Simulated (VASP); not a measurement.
GaSe4:

```xyz
5
Lattice="3.7861 0.0000 0.0000 -1.8930 3.2788 0.0000 0.0000 0.0000 8.8566" Properties=species:S:1:pos:R:3 pbc="T T T"
Ga    0.0000    0.0000    0.0000
Se    0.0000    2.1859    7.3793
Se    0.0000    2.1859    3.6124
Se    1.8930    1.0929    1.4773
Se    1.8930    1.0929    5.2442
```

| Property | Result |
| --- | --- |
| Program | VASP 6.6.1 |
| Task | relaxation of cell and atoms |
| Functional | PBE |
| Potentials or basis | VASP PAW PBE potentials, release 64 (Ga_d, Se) |
| Cutoff | 600 eV |
| k mesh | 12 × 12 × 4 |
| Occupations | gaussian, width 0.1 eV |
| Spin | no spin polarisation |

At the start: pressure 0.2 GPa; volume 21.99 Å³/atom.

Problem. Where does the relaxation end?

Solution. Over 8 steps the energy falls by 3.3 meV/atom and the volume is 21.91 Å³/atom (-0.4 %); space group P-3m1 (No. 164, to 0.05 Å).

The path:
```
step  energy change (eV)  largest force (eV/Å)  pressure (GPa)  volume (Å³)
   1              0.0000                0.1295            0.24       109.95
   2             -0.0106                0.0493           -0.30       110.47
   3             -0.0129                0.0485           -0.66       110.82
   4             -0.0165                0.0253            0.04       109.43
   5             -0.0165                0.0268           -0.02       109.53
   6             -0.0165                0.0261            0.02       109.50
   7             -0.0166                0.0168            0.02       109.52
   8             -0.0166                0.0031            0.01       109.54
```

Final structure:
```
Ga Se
1.0
     3.74163    0.00000    0.00000
    -1.87082    3.24035    0.00000
     0.00000    0.00000    9.03505
Ga Se
1 4
Cartesian
  0.0000 0.0000 9.0350
  0.0000 2.1602 7.5318
  0.0000 2.1602 3.6723
  1.8708 1.0801 1.5033
  1.8708 1.0801 5.3627
```
